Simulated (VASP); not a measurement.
# CdS (Greenockite) (P1) in VASP: notebook, part 2 of 2

VASP 6.6.1. Earlier steps stand in the parts before.

### Step 3. Single point, PBE

Contents of INCAR:

```
SYSTEM = CdS
PREC = Accurate ; ENCUT = 500
EDIFF = 1E-6 ; ISMEAR = 0
SIGMA = 0.01 ; LREAL = .False.
LASPH = .True. ; NELM = 120
ALGO = Normal ; ISIF = 2
LWAVE = .False. ; LCHARG = .False.
GGA = PE ; NBANDS = 26
GGA_COMPAT = .False.
```

Contents of KPOINTS:

```
Automatic mesh
0
Gamma
  4 4 2
  0 0 0
```

Contents of POSCAR:

```
CdS
1.0
    4.1465700000     -0.0383400000      0.0088800000
   -2.1064900000      3.6102900000      0.0157900000
    0.0144200000      0.0379300000      6.6997500000
Cd S
2 2
Direct
    0.3356000000      0.6513100000      0.0098000000
    0.6331262912      0.3213640414      0.4968835022
    0.3943400000      0.6938500000      0.3849000000
    0.6800500000      0.3472600000      0.8919100000
```

Potentials or basis: VASP PAW PBE potentials, release 64 (Cd, S).

The run is started by

```
> cat potpaw_PBE.64/Cd/POTCAR potpaw_PBE.64/S/POTCAR > POTCAR
> mpirun -np 1 vasp_std > vasp.out
```

OUTCAR:

```text
SYSTEM = CdS
   PREC = Accurate
   ENCUT = 500
   EDIFF = 1E-6
   ISMEAR = 0
   LREAL = .False.
   LASPH = .True.
   NELM = 120
   ISIF = 2
   GGA = PE

 ion  position               nearest neighbor table
   1  0.336  0.651  0.010-   4 2.47   4 2.48   3 2.52   4 2.61
   2  0.633  0.321  0.497-   3 2.35   3 2.41   4 2.65   3 2.81
   3  0.394  0.694  0.385-   2 2.35   2 2.41   1 2.52   2 2.81
   4  0.680  0.347  0.892-   1 2.47   1 2.48   1 2.61   2 2.65

  LATTYP: Found a triclinic cell.
 ALAT       =     4.1135582915
 B/A-ratio  =     1.0080704976
 C/A-ratio  =     1.6287292925
 COS(alpha) =     0.0042412329
 COS(beta)  =     0.0119804443
 COS(gamma) =     0.4879025278

  Lattice vectors:

 A1 = (  -2.0400800000,  -3.5719500000,  -0.0246700000)
 A2 = (  -4.1465700000,   0.0383400000,  -0.0088800000)
 A3 = (  -0.0144200000,  -0.0379300000,  -6.6997500000)

Analysis of symmetry for initial positions (statically):
=====================================================================
 Subroutine PRICEL returns:
 Original cell was already a primitive cell.

 Routine SETGRP: Setting up the symmetry group for a
 triclinic supercell.

 Subroutine GETGRP returns: Found  1 space group operations
 (whereof  1 operations were pure point group operations)
 out of a pool of  2 trial point group operations.

The static configuration has the point symmetry C_1 .

Analysis of symmetry for dynamics (positions and initial velocities):
=====================================================================
 Subroutine PRICEL returns:
 Original cell was already a primitive cell.

 Routine SETGRP: Setting up the symmetry group for a
 triclinic supercell.

 Subroutine GETGRP returns: Found  1 space group operations
 (whereof  1 operations were pure point group operations)
 out of a pool of  2 trial point group operations.

The dynamic configuration has the point symmetry C_1 .

 Subroutine INISYM returns: Found  1 space group operations
 (whereof  1 operations are pure point group operations),
 and found     1 'primitive' translations

----------------------------------------------------------------------------------------

                                     Primitive cell

  volume of cell :      99.7526

  direct lattice vectors                    reciprocal lattice vectors
     4.146570000 -0.038340000  0.008880000     0.242474180  0.141481799 -0.001322868
    -2.106490000  3.610290000  0.015790000     0.002578430  0.278497412 -0.001582236
     0.014420000  0.037930000  6.699750000    -0.000327458 -0.000843887  0.149264783

  length of vectors
     4.146756754  4.179921450  6.699872886     0.280735778  0.278513842  0.149267528

  position of ions in fractional coordinates (direct lattice)
     0.335600000  0.651310000  0.009800000
     0.633126291  0.321364041  0.496883502
     0.394340000  0.693850000  0.384900000
     0.680050000  0.347260000  0.891910000

  ion indices of the primitive-cell ions
   primitive index   ion index
                 1           1
                 2           2
                 3           3
                 4           4

----------------------------------------------------------------------------------------

 KPOINTS: Automatic mesh

Automatic generation of k-mesh.
 Grid dimensions read from file:
 generate k-points for:    4    4    2

 Generating k-lattice:

  Cartesian coordinates                     Fractional coordinates (reciprocal lattice)
     0.060618545  0.035370450 -0.000330717     0.250000000  0.000000000  0.000000000
     0.000644608  0.069624353 -0.000395559     0.000000000  0.250000000  0.000000000
    -0.000163729 -0.000421944  0.074632392     0.000000000  0.000000000  0.500000000

  Length of vectors
     0.070183945  0.069628460  0.074633764

  Shift w.r.t. Gamma in fractional coordinates (k-lattice)
     0.000000000  0.000000000  0.000000000

 Subroutine IBZKPT returns following result:
 ===========================================

 Found     20 irreducible k-points:

 Following reciprocal coordinates:
            Coordinates               Weight
  0.000000  0.000000  0.000000      1.000000
  0.250000 -0.000000  0.000000      2.000000
  0.500000 -0.000000  0.000000      1.000000
  0.000000  0.250000  0.000000      2.000000
  0.250000  0.250000  0.000000      2.000000
  0.500000  0.250000  0.000000      2.000000
[... 12 lines left out ...]
  0.250000  0.500000  0.500000      2.000000
  0.500000  0.500000  0.500000      1.000000
   k-points           NKPTS =     20   k-points in BZ     NKDIM =     20   number of bands    NBANDS=     26
   number of dos      NEDOS =    301   number of ions     NIONS =      4
   total plane-waves  NPLWV =  45000
   dimension x,y,z NGX =    30 NGY =   30 NGZ =   50
   dimension x,y,z NGXF=    60 NGYF=   60 NGZF=  100
   ions per type =               2   2
   NGX,Y,Z   is equivalent  to a cutoff of  12.03, 11.93, 12.41 a.u.
   NGXF,Y,Z  is equivalent  to a cutoff of  24.05, 23.86, 24.81 a.u.
 SYSTEM =  CdS
   PREC   = accura    normal or accurate (medium, high low for compatibility)
   ISTART =      0    job   : 0-new  1-cont  2-samecut
   ICHARG =      2    charge: 1-file 2-atom 10-const
   ISPIN  =      1    spin polarized calculation?
   LNONCOLLINEAR =      F non collinear calculations
   LSORBIT =      F    spin-orbit coupling
   LASPH  =      T    aspherical Exc in radial PAW
   ENCUT  =  500.0 eV  36.75 Ry    6.06 a.u.   7.56  7.62 12.22*2*pi/ulx,y,z
   NELM   =    120;   NELMIN=  2; NELMDL= -5     # of ELM steps
   EDIFF  = 0.1E-05   stopping-criterion for ELM
   LREAL  =      F    real-space projection
   EDIFFG = 0.1E-04   stopping-criterion for IOM
   NSW    =      0    number of steps for IOM
   IBRION =     -1    ionic relax: 0-MD 1-quasi-New 2-CG
   NFREE  =      0    steps in history (QN), initial steepest desc. (CG)
   ISIF   =      2    stress and relaxation
   ISYM   =      2    0-nonsym 1-usesym 2-fastsym
   POTIM  = 0.5000    time-step for ionic-motion
   TEBEG  =    0.0;   TEEND  =   0.0 temperature during run
   PSTRESS=    0.0 pullay stress
   NELECT =      36.0000    total number of electrons
   NUPDOWN=      -1.0000    fix difference up-down
   EMIN   =  10.00;   EMAX   =-10.00  energy-range for DOS
   EFERMI =   0.00;   METHOD = LEGACY
   ISMEAR =     0;   SIGMA  =   0.01  broadening in eV -4-tet -1-fermi 0-gaus
   EFERMI_NEDOS =   21; number of points for ismear=-14 and -15
   IALGO  =     38    algorithm
   IMIX   =      4    mixing-type and parameters
     AMIX     =   0.40;   BMIX     =  1.00
     AMIX_MAG =   1.60;   BMIX_MAG =  1.00
  volume/ion in A,a.u.               =      24.94       168.29
  Fermi-wavevector in a.u.,A,eV,Ry     =   1.165559  2.202587 18.483886  1.358527
  Thomas-Fermi vector in A             =   2.302083
   LORBIT       =      0    0 simple, 1 ext, 2 COOP (PROOUT), +10 PAW based schemes
   GGA     = PE    functional components
   LHFCALC =     F    Hartree Fock is set to
   AEXX    =    0.0000 exact exchange contribution
   IVDW    =     0    specifies the selected vdW correction
   LEPSILON=     F    determine dielectric tensor
   LRPA    =     F    only Hartree local field effects (RPA)
 non-spin polarized calculation
 Gauss-broadening in eV      SIGMA  =   0.01
  energy-cutoff  :      500.00
  volume of cell :       99.75
 maximum number of plane-waves:      2553
   NGX = 15   NGY = 15   NGZ = 25

 number of electron      35.9999995 magnetization

 Free energy of the ion-electron system (eV)
  ---------------------------------------------------
  ext. energy  EPLUGINS =         0.00000000
  ---------------------------------------------------
  free energy    TOTEN  =       -11.94650195 eV

  energy without entropy =      -11.94650195  energy(sigma->0) =      -11.94650195

 E-fermi :   1.3644     XC(G=0):  -9.1144

 val. band max:        1.2951302047   @ k =   0.0000   0.0000   0.0000
 cond. band min:       2.5329906624   @ k =   0.0000   0.0000   0.0000
 fundamental gap:      1.2378604578
 Fermi energy:         1.3643667718

 k-point     1 :       0.0000    0.0000    0.0000
  band No.  band energies     occupation
      1     -11.2175      2.00000
      2     -10.6207      2.00000
      3      -6.7205      2.00000
      4      -6.5392      2.00000
      5      -6.3848      2.00000
      6      -6.3628      2.00000
[... 569 lines left out ...]
     25       9.8981      0.00000
     26      10.0741      0.00000

------------------------ aborting loop because EDIFF is reached ----------------------------------------

  FORCE on cell =-STRESS in cart. coord.  units (eV):
  Direction    XX          YY          ZZ          XY          YZ          ZX
  --------------------------------------------------------------------------------------
  -------------------------------------------------------------------------------------
  Total        2.9906527      3.1775019      1.4776055     -1.6950568      0.3630751      0.7667986
  in kB       48.0343735     51.0354526     23.7325637    -27.2251570      5.8315314     12.3159378
  external PRESSURE =      40.9341299 kB  Pullay stress =       0.0000000 kB

 VOLUME and BASIS-vectors are now :
 -----------------------------------------------------------------------------
  energy-cutoff  :      500.00
  volume of cell :       99.75
      direct lattice vectors                 reciprocal lattice vectors
     4.146570000 -0.038340000  0.008880000     0.242474180  0.141481799 -0.001322868
    -2.106490000  3.610290000  0.015790000     0.002578430  0.278497412 -0.001582236
     0.014420000  0.037930000  6.699750000    -0.000327458 -0.000843887  0.149264783

 POSITION                                       TOTAL-FORCE (eV/Angst)
 -----------------------------------------------------------------------------------
      0.01975      2.33892      0.07892        -0.002564      0.457960     -0.101670
      1.95552      1.15479      3.33969         1.186521      0.213464      0.883722
      0.17912      2.50448      2.59319        -1.199625     -0.199044     -0.253318
      2.10124      1.26147      5.98710         0.015669     -0.472379     -0.528733
 -----------------------------------------------------------------------------------
    total drift:                               -0.000358      0.000252      0.000063

  FREE ENERGIE OF THE ION-ELECTRON SYSTEM (eV)
  ---------------------------------------------------
  free  energy   TOTEN  =       -11.9465019478 eV

  energy  without entropy=      -11.9465019478  energy(sigma->0) =      -11.94650195
```

Run time: 76 s. Hardware: 1 thread of AMD EPYC 7R13, shared host; peak memory 0.18 GiB.

What came out:

```
Free energy            : -11.9465 eV
Pressure               : 4.1 GPa
Largest force          : 1.495 eV/Å
Band gap on the k mesh : 1.24 eV, direct
```

Forces in eV/Å, atoms in the order of the input:
```
Cd  -0.003  0.458 -0.102
Cd   1.187  0.213  0.884
S   -1.200 -0.199 -0.253
S    0.016 -0.472 -0.529
```

Stress tensor (GPa, compression positive):
```
 4.80 -2.72  1.23
-2.72  5.10  0.58
 1.23  0.58  2.37
```

Caveat: the k points lie up to 0.47 Å⁻¹ apart; forces of over 1 eV/Å act on the atoms, so gaps and moduli don't describe the material at rest.
